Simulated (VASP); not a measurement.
# Ti2O (P-3m1) in VASP: notebook

Runs on Ti2O. Level: r2SCAN. Tasks: single point.

Program: VASP 6.6.1. These are calculated values, not measurements. Logs are shortened: lines on timing, memory, paths and dates and some standing lists are left out, and cuts for length are marked.

## (1) The cell of the first run

It takes space group P-3m1 (No. 164, trigonal). The conventional cell has a = 2.955 Å, b = 2.955 Å, c = 4.800 Å, α = 90.00°, β = 90.00°, γ = 120.00°. Within 2.8 Å of Ti (site symmetry 3m) lie 3 O at 2.14 Å. Within 2.8 Å of O (site symmetry -3m) lie 6 Ti at 2.14 Å.

## (2) Single point, r2SCAN

The input, POSCAR:

```
Ti2O
1.0
    2.9552489632      0.0000000000      0.0000000000
   -1.4776244816      2.5593206766      0.0000000000
    0.0000000000      0.0000000000      4.7996841224
Ti O
2 1
Direct
    0.6666666667      0.3333333333      0.2676625819
    0.3333333333      0.6666666667      0.7323374181
    0.0000000000      0.0000000000      0.0000000000
```

The input, INCAR.step1:

```
  PREC = Accurate
  ENCUT = 520
  ISMEAR = 0
  SIGMA = 0.1
  LREAL = False
  LASPH = True
  NELM = 100
  NBANDS = 22
  GGA = PE
  ALGO = Normal
  EDIFF = 1E-4
  LWAVE = True
  LCHARG = False
```

The input, INCAR.step2:

```
  PREC = Accurate
  ENCUT = 520
  EDIFF = 1E-6
  ISMEAR = 0
  SIGMA = 0.1
  LREAL = False
  LASPH = True
  NELM = 100
  ALGO = Normal
  ISIF = 2
  LWAVE = False
  LCHARG = False
  METAGGA = R2SCAN
  LMIXTAU = True
  NBANDS = 22
  ISTART = 1
```

The input, KPOINTS:

```
Automatic mesh
0
Gamma
  6 6 4
```

Potentials or basis: VASP PAW PBE potentials, release 64 (Ti_sv, O).

Run with:

```bash
$ cat potpaw_PBE.64/Ti_sv/POTCAR potpaw_PBE.64/O/POTCAR > POTCAR
$ cp INCAR.step1 INCAR
$ mpirun -np 1 vasp_std > vasp.out
$ cp INCAR.step2 INCAR
$ mpirun -np 1 vasp_std > vasp.out
```

OUTCAR:

```text
PREC = Accurate
   ENCUT = 520
   EDIFF = 1E-6
   ISMEAR = 0
   LREAL = False
   LASPH = True
   NELM = 100
   ISIF = 2
   METAGGA = R2SCAN
   ISTART = 1

 ion  position               nearest neighbor table
   1  0.667  0.333  0.268-   3 2.14   3 2.14   3 2.14   2 2.81   2 2.81   2 2.81
   2  0.333  0.667  0.732-   3 2.14   3 2.14   3 2.14   1 2.81   1 2.81   1 2.81
   3  0.000  0.000  0.000-   1 2.14   2 2.14   2 2.14   1 2.14   1 2.14   2 2.14

  LATTYP: Found a hexagonal cell.
 ALAT       =     2.9552489632
 C/A-ratio  =     1.6241217516

  Lattice vectors:

 A1 = (   2.9552489632,   0.0000000000,   0.0000000000)
 A2 = (  -1.4776244816,   2.5593206766,   0.0000000000)
 A3 = (   0.0000000000,   0.0000000000,   4.7996841224)

Analysis of symmetry for initial positions (statically):
=====================================================================
 Subroutine PRICEL returns:
 Original cell was already a primitive cell.

 Routine SETGRP: Setting up the symmetry group for a
 hexagonal supercell.

 Subroutine GETGRP returns: Found 12 space group operations
 (whereof 12 operations were pure point group operations)
 out of a pool of 24 trial point group operations.

The static configuration has the point symmetry D_3d.

Analysis of symmetry for dynamics (positions and initial velocities):
=====================================================================
 Subroutine PRICEL returns:
 Original cell was already a primitive cell.

 Routine SETGRP: Setting up the symmetry group for a
 hexagonal supercell.

 Subroutine GETGRP returns: Found 12 space group operations
 (whereof 12 operations were pure point group operations)
 out of a pool of 24 trial point group operations.

The dynamic configuration has the point symmetry D_3d.

 Subroutine INISYM returns: Found 12 space group operations
 (whereof 12 operations are pure point group operations),
 and found     1 'primitive' translations

----------------------------------------------------------------------------------------

                                     Primitive cell

  volume of cell :      36.3021

  direct lattice vectors                    reciprocal lattice vectors
     2.955248963  0.000000000  0.000000000     0.338380966  0.195364342  0.000000000
    -1.477624482  2.559320677  0.000000000     0.000000000  0.390728684  0.000000000
     0.000000000  0.000000000  4.799684122     0.000000000  0.000000000  0.208347044

  length of vectors
     2.955248963  2.955248963  4.799684122     0.390728684  0.390728684  0.208347044

  position of ions in fractional coordinates (direct lattice)
     0.666666667  0.333333333  0.267662582
     0.333333333  0.666666667  0.732337418
     0.000000000  0.000000000  0.000000000

  ion indices of the primitive-cell ions
   primitive index   ion index
                 1           1
                 2           2
                 3           3

----------------------------------------------------------------------------------------

 KPOINTS: Automatic mesh

Automatic generation of k-mesh.
 Grid dimensions read from file:
 generate k-points for:    6    6    4

 Generating k-lattice:

  Cartesian coordinates                     Fractional coordinates (reciprocal lattice)
     0.056396828  0.032560724  0.000000000     0.166666667  0.000000000  0.000000000
     0.000000000  0.065121447  0.000000000     0.000000000  0.166666667  0.000000000
     0.000000000  0.000000000  0.052086761     0.000000000  0.000000000  0.250000000

  Length of vectors
     0.065121447  0.065121447  0.052086761

  Shift w.r.t. Gamma in fractional coordinates (k-lattice)
     0.000000000  0.000000000  0.000000000

 Subroutine IBZKPT returns following result:
 ===========================================

 Found     24 irreducible k-points:

 Following reciprocal coordinates:
            Coordinates               Weight
  0.000000  0.000000  0.000000      1.000000
  0.166667  0.000000  0.000000      6.000000
  0.333333 -0.000000  0.000000      6.000000
  0.500000 -0.000000  0.000000      3.000000
  0.166667  0.166667  0.000000      6.000000
  0.333333  0.166667  0.000000     12.000000
[... 16 lines left out ...]
  0.333333  0.166667  0.500000     12.000000
  0.333333  0.333333  0.500000      2.000000
   k-points           NKPTS =     24   k-points in BZ     NKDIM =     24   number of bands    NBANDS=     22
   number of dos      NEDOS =    301   number of ions     NIONS =      3
   total plane-waves  NPLWV =  20736
   dimension x,y,z NGX =    24 NGY =   24 NGZ =   36
   dimension x,y,z NGXF=    48 NGYF=   48 NGZF=   72
   ions per type =               2   1
   NGX,Y,Z   is equivalent  to a cutoff of  13.50, 13.50, 12.47 a.u.
   NGXF,Y,Z  is equivalent  to a cutoff of  27.00, 27.00, 24.94 a.u.
 SYSTEM =  unknown system
   PREC   = accura    normal or accurate (medium, high low for compatibility)
   ISTART =      1    job   : 0-new  1-cont  2-samecut
   ICHARG =      0    charge: 1-file 2-atom 10-const
   ISPIN  =      1    spin polarized calculation?
   LNONCOLLINEAR =      F non collinear calculations
   LSORBIT =      F    spin-orbit coupling
   LASPH  =      T    aspherical Exc in radial PAW
   ENCUT  =  520.0 eV  38.22 Ry    6.18 a.u.   5.49  5.49  8.92*2*pi/ulx,y,z
   NELM   =    100;   NELMIN=  2; NELMDL=  0     # of ELM steps
   EDIFF  = 0.1E-05   stopping-criterion for ELM
   LREAL  =      F    real-space projection
   EDIFFG = 0.1E-04   stopping-criterion for IOM
   NSW    =      0    number of steps for IOM
   IBRION =     -1    ionic relax: 0-MD 1-quasi-New 2-CG
   NFREE  =      0    steps in history (QN), initial steepest desc. (CG)
   ISIF   =      2    stress and relaxation
   ISYM   =      2    0-nonsym 1-usesym 2-fastsym
   POTIM  = 0.5000    time-step for ionic-motion
   TEBEG  =    0.0;   TEEND  =   0.0 temperature during run
   PSTRESS=    0.0 pullay stress
   NELECT =      30.0000    total number of electrons
   NUPDOWN=      -1.0000    fix difference up-down
   EMIN   =  10.00;   EMAX   =-10.00  energy-range for DOS
   EFERMI =   0.00;   METHOD = LEGACY
   ISMEAR =     0;   SIGMA  =   0.10  broadening in eV -4-tet -1-fermi 0-gaus
   EFERMI_NEDOS =   21; number of points for ismear=-14 and -15
   IALGO  =     38    algorithm
   IMIX   =      4    mixing-type and parameters
     AMIX     =   0.40;   BMIX     =  1.00
     AMIX_MAG =   1.60;   BMIX_MAG =  1.00
  volume/ion in A,a.u.               =      12.10        81.66
  Fermi-wavevector in a.u.,A,eV,Ry     =   1.536284  2.903155 32.112032  2.360168
  Thomas-Fermi vector in A             =   2.642954
   LORBIT       =      0    0 simple, 1 ext, 2 COOP (PROOUT), +10 PAW based schemes
   METAGGA = R2SCAN    functional components
   LHFCALC =     F    Hartree Fock is set to
   AEXX    =    0.0000 exact exchange contribution
   IVDW    =     0    specifies the selected vdW correction
   LEPSILON=     F    determine dielectric tensor
   LRPA    =     F    only Hartree local field effects (RPA)
 non-spin polarized calculation
 Gauss-broadening in eV      SIGMA  =   0.10
  energy-cutoff  :      520.00
  volume of cell :       36.30
 maximum number of plane-waves:      1002
 NGX is ok and might be reduce to    24
   NGX = 11   NGY = 11   NGZ = 17

 number of electron      29.9999999 magnetization

 Free energy of the ion-electron system (eV)
  ---------------------------------------------------
  ext. energy  EPLUGINS =         0.00000000
  ---------------------------------------------------
  free energy    TOTEN  =       -37.84850347 eV

  energy without entropy =      -37.83969048  energy(sigma->0) =      -37.84409697

 E-fermi :  10.1795     XC(G=0): -13.1540

 val. band max:       10.1692008478   @ k =   0.1667   0.0000   0.2500
 cond. band min:      10.2201647659   @ k =   0.3333   0.1667   0.5000
 fundamental gap:      0.0509639181
 Fermi energy:        10.1795007684

 k-point     1 :       0.0000    0.0000    0.0000
  band No.  band energies     occupation
      1     -49.5903      2.00000
      2     -49.4603      2.00000
      3     -25.2169      2.00000
      4     -24.5365      2.00000
      5     -24.5364      2.00000
      6     -24.4601      2.00000
[... 14 lines left out ...]
     21      11.3684      0.00000
     22      14.1462      0.00000

 k-point     2 :       0.1667    0.0000    0.0000
  band No.  band energies     occupation
      1     -49.5643      2.00000
      2     -49.4499      2.00000
      3     -25.1417      2.00000
      4     -24.6771      2.00000
      5     -24.5855      2.00000
      6     -24.5785      2.00000
[... 14 lines left out ...]
     21      12.1685      0.00000
     22      13.3036      0.00000

 k-point     3 :       0.3333   -0.0000    0.0000
  band No.  band energies     occupation
      1     -49.5076      2.00000
      2     -49.4333      2.00000
      3     -24.9807      2.00000
      4     -24.9489      2.00000
      5     -24.8092      2.00000
      6     -24.6545      2.00000
[... 14 lines left out ...]
     21      12.9215      0.00000
     22      13.6144      0.00000

 k-point     4 :       0.5000   -0.0000    0.0000
  band No.  band energies     occupation
      1     -49.4728      2.00000
      2     -49.4312      2.00000
      3     -25.1007      2.00000
      4     -24.9539      2.00000
      5     -24.7962      2.00000
      6     -24.6903      2.00000
[... 14 lines left out ...]
     21      13.1947      0.00000
     22      13.2324      0.00000

 k-point     5 :       0.1667    0.1667    0.0000
  band No.  band energies     occupation
      1     -49.5227      2.00000
      2     -49.4366      2.00000
      3     -25.0156      2.00000
      4     -24.8296      2.00000
      5     -24.8074      2.00000
      6     -24.6115      2.00000
[... 417 lines left out ...]
 k-point    22 :       0.1667    0.1667    0.5000
  band No.  band energies     occupation
      1     -49.4979      2.00000
      2     -49.4616      2.00000
      3     -24.9769      2.00000
      4     -24.9274      2.00000
      5     -24.6803      2.00000
      6     -24.5965      2.00000
[... 14 lines left out ...]
     21      12.8856      0.00000
     22      13.2123      0.00000

 k-point    23 :       0.3333    0.1667    0.5000
  band No.  band energies     occupation
      1     -49.4612      2.00000
      2     -49.4429      2.00000
      3     -25.0717      2.00000
      4     -25.0263      2.00000
      5     -24.7466      2.00000
      6     -24.7018      2.00000
[... 14 lines left out ...]
     21      13.4105      0.00000
     22      13.6896      0.00000

 k-point    24 :       0.3333    0.3333    0.5000
  band No.  band energies     occupation
      1     -49.4428      2.00000
      2     -49.4428      2.00000
      3     -24.9772      2.00000
      4     -24.9772      2.00000
      5     -24.8760      2.00000
      6     -24.8692      2.00000
[... 14 lines left out ...]
     21      13.3097      0.00000
     22      13.5961      0.00000

------------------------ aborting loop because EDIFF is reached ----------------------------------------

  FORCE on cell =-STRESS in cart. coord.  units (eV):
  Direction    XX          YY          ZZ          XY          YZ          ZX
  --------------------------------------------------------------------------------------
  -------------------------------------------------------------------------------------
  Total        0.2857484      0.2857484      0.2085914      0.0000000      0.0000000      0.0000000
  in kB       12.6113895     12.6113895      9.2060950      0.0000000      0.0000000      0.0000000
  external PRESSURE =      11.4762913 kB  Pullay stress =       0.0000000 kB

 VOLUME and BASIS-vectors are now :
 -----------------------------------------------------------------------------
  energy-cutoff  :      520.00
  volume of cell :       36.30
      direct lattice vectors                 reciprocal lattice vectors
     2.955248963  0.000000000  0.000000000     0.338380966  0.195364342  0.000000000
    -1.477624482  2.559320677  0.000000000     0.000000000  0.390728684  0.000000000
     0.000000000  0.000000000  4.799684122     0.000000000  0.000000000  0.208347044

 POSITION                                       TOTAL-FORCE (eV/Angst)
 -----------------------------------------------------------------------------------
      1.47762      0.85311      1.28470        -0.000000      0.000000      0.093381
     -0.00000      1.70621      3.51499         0.000000     -0.000000     -0.093381
      0.00000      0.00000      0.00000        -0.000000      0.000000     -0.000000
 -----------------------------------------------------------------------------------
    total drift:                               -0.000000      0.000000     -0.000000

  FREE ENERGIE OF THE ION-ELECTRON SYSTEM (eV)
  ---------------------------------------------------
  free  energy   TOTEN  =       -37.8485034714 eV

  energy  without entropy=      -37.8396904770  energy(sigma->0) =      -37.84409697
```

Run time: 2.1 min. Hardware: 1 thread of AMD EPYC 7R13, shared host; peak memory 0.14 GiB.

What came out:

* Free energy: -37.8485 eV
* Pressure: 1.1 GPa
* Largest force: 0.093 eV/Å
* Band gap on the k mesh: zero (band 15 reaches 10.47 eV, above the bottom of band 16 at 9.61 eV)

Forces in eV/Å, atoms in the order of the input:
```
Ti   0.000  0.000  0.093
Ti   0.000  0.000 -0.093
O    0.000  0.000  0.000
```

Stress tensor (GPa, compression positive):
```
1.26 0.00 0.00
0.00 1.26 0.00
0.00 0.00 0.92
```

Caveat: the k points lie up to 0.41 Å⁻¹ apart; the PAW data sets were made with another functional, which shifts forces and pressure a little.

## (3) Single point, r2SCAN

The input, POSCAR:

```
Ti2O
1.0
    2.9514347701      0.0000000000      0.0000000000
   -1.4757173851      2.5560174885      0.0000000000
    0.0000000000      0.0000000000      4.8140044545
Ti O
2 1
Direct
    0.6666666667      0.3333333333      0.2688898702
    0.3333333333      0.6666666667      0.7311101298
    0.0000000000      0.0000000000      0.0000000000
```

The input, INCAR.step1:

```
SYSTEM = Ti2O
ALGO = Normal
EDIFF = 1E-4
ENCUT = 520
GGA = PE
ISMEAR = 0
LASPH = .True.
LCHARG = .False.
LREAL = .False.
LWAVE = .True.
NBANDS = 22
NELM = 60
PREC = Accurate
SIGMA = 0.1
```

The input, INCAR.step2:

```
SYSTEM = Ti2O
ALGO = Normal
EDIFF = 1E-7
ENCUT = 520
ISIF = 2
ISMEAR = 0
ISTART = 1
LASPH = .True.
LCHARG = .True.
LELF = .True.
LMIXTAU = .True.
LREAL = .False.
LVHAR = .True.
LWAVE = .False.
METAGGA = R2SCAN
NBANDS = 22
NELM = 60
PREC = Accurate
SIGMA = 0.1
```

The input, KPOINTS:

```
k-points
0
Gamma
  18 18 10
  0 0 0
```

Potentials or basis: VASP PAW PBE potentials, release 64 (Ti_sv, O).

Run with:

```bash
$ cat potpaw_PBE.64/Ti_sv/POTCAR potpaw_PBE.64/O/POTCAR > POTCAR
$ cp INCAR.step1 INCAR
$ mpirun -np 1 vasp_std > vasp.out
$ cp INCAR.step2 INCAR
$ mpirun -np 1 vasp_std > vasp.out
```

It took 41 min on 1 thread of AMD EPYC 7R13, shared host; peak memory 0.32 GiB.

It converged, with:

```
Free energy            : -37.8635 eV
Pressure               : 1.0 GPa
Largest force          : 0.064 eV/Å
Band gap on the k mesh : zero (band 15 reaches 10.53 eV, above the bottom of band 16 at 9.55 eV)
```

Forces on the atoms (eV/Å):
```
Ti   0.000  0.000  0.064
Ti   0.000  0.000 -0.064
O    0.000  0.000  0.000
```

Levels at points of the mesh, in eV from the Fermi level:
| k point | band 11 | band 12 | band 13 | band 14 | band 15 | band 16 | band 17 | band 18 | band 19 | band 20 |
| --- | --- | --- | --- | --- | --- | --- | --- | --- | --- | --- |
| (0.00, 0.00, 0.00) | -6.41 | -6.41 | -4.14 | -0.36 | 0.20 | 0.56 | 0.56 | 1.11 | 1.11 | 1.31 |
| (0.50, 0.00, 0.00) | -7.39 | -6.87 | -2.73 | -1.56 | -0.75 | 1.15 | 1.83 | 2.91 | 2.95 | 3.10 |
| (0.00, 0.00, 0.50) | -6.48 | -6.48 | -2.22 | -1.91 | 0.19 | 0.19 | 1.18 | 1.97 | 1.97 | 2.28 |
| (0.50, 0.00, 0.50) | -7.42 | -6.80 | -1.77 | -1.52 | -0.61 | -0.53 | 1.04 | 2.86 | 3.03 | 3.03 |

Caveat: the PAW data sets were made with another functional, which shifts forces and pressure a little.

(Part 1 of 2 ends here.)
